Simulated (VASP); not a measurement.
Here is a VASP 6.6.1 calculation.

Contents of INCAR:

```
SYSTEM = Si3O2
PREC = Accurate
ENCUT = 520
EDIFF = 1E-6
ISMEAR = 0
SIGMA = 0.1
LREAL = .FALSE.
LASPH = .TRUE.
NELM = 60
ALGO = Normal
ISIF = 2
LWAVE = .FALSE.
LCHARG = .FALSE.
GGA = PE
NBANDS = 20
```

Contents of KPOINTS:

```
regular mesh
0
G
  6 6 2
  0 0 0
```

File POSCAR:

```
Si3O2
1.0
    2.8254265800      0.0000000000      0.0000000000
    0.0000000000      2.8254265800      0.0000000000
    0.0000000000      0.0000000000      8.5562183100
Si O
3 2
Direct
    0.0000000000      0.0000000000      0.3350262800
    0.0000000000      0.0000000000      0.6649737200
    0.0000000000      0.0000000000      0.0000000000
    0.0000000000      0.0000000000      0.5000000000
    0.5000000000      0.5000000000      0.0000000000
```

Potentials or basis: VASP PAW PBE potentials, release 64 (Si, O).

The run is started by

```console
$ cat potpaw_PBE.64/Si/POTCAR potpaw_PBE.64/O/POTCAR > POTCAR
$ mpirun -np 1 vasp_std > vasp.out
```

(1) Estimate the largest force.

(2) What does it give for the band gap on the k mesh?

(3) What does it give for the pressure?

## Answers

(1) 15.530 eV/Å.

(2) zero (band 12 reaches 8.44 eV, above the bottom of band 13 at 6.77 eV).

(3) 28.1 GPa.

Caveat: the k points lie up to 0.37 Å⁻¹ apart; forces of over 1 eV/Å act on the atoms, so gaps and moduli don't describe the material at rest.
